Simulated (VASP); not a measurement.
Here is a VASP 6.6.1 calculation.

Contents of INCAR:

```
  PREC = Accurate
  ENCUT = 600
  EDIFF = 1E-6
  ISMEAR = 0
  SIGMA = 0.1
  LREAL = F
  LASPH = T
  NELM = 60
  ALGO = Fast
  ISIF = 3
  LWAVE = F
  LCHARG = F
  GGA = PS
  IBRION = 2
  NSW = 80
  EDIFFG = -0.01
```

The input KPOINTS:

```
Automatic mesh
0
Gamma
  18 18 18
```

Contents of POSCAR:

```
Pt
1.0
    0.0000000000      1.9578849164      1.9578849164
    1.9578849164      0.0000000000      1.9578849164
    1.9578849164      1.9578849164      0.0000000000
Pt
1
Direct
    0.0000000000      0.0000000000      0.0000000000
```

Potentials or basis: VASP PAW PBE potentials, release 64 (Pt).

The run is started by

```bash
$ cat potpaw_PBE.64/Pt/POTCAR > POTCAR
$ mpirun -np 1 vasp_std > vasp.out
```

Predict the band gap on the k mesh.

zero (band 5 reaches 11.67 eV, above the bottom of band 6 at 9.43 eV).

Predict the relaxed cell.

a = 2.769 Å, b = 2.769 Å, c = 2.769 Å, α = 60.00°, β = 60.00°, γ = 60.00°.

Final structure:
```
Pt
1.0
     0.00000    1.95828    1.95828
     1.95828    0.00000    1.95828
     1.95828    1.95828    0.00000
Pt
1
Direct
  0.00000 0.00000 0.00000
```

Caveat: spin-orbit coupling is left out, which moves the levels of the heavy elements.
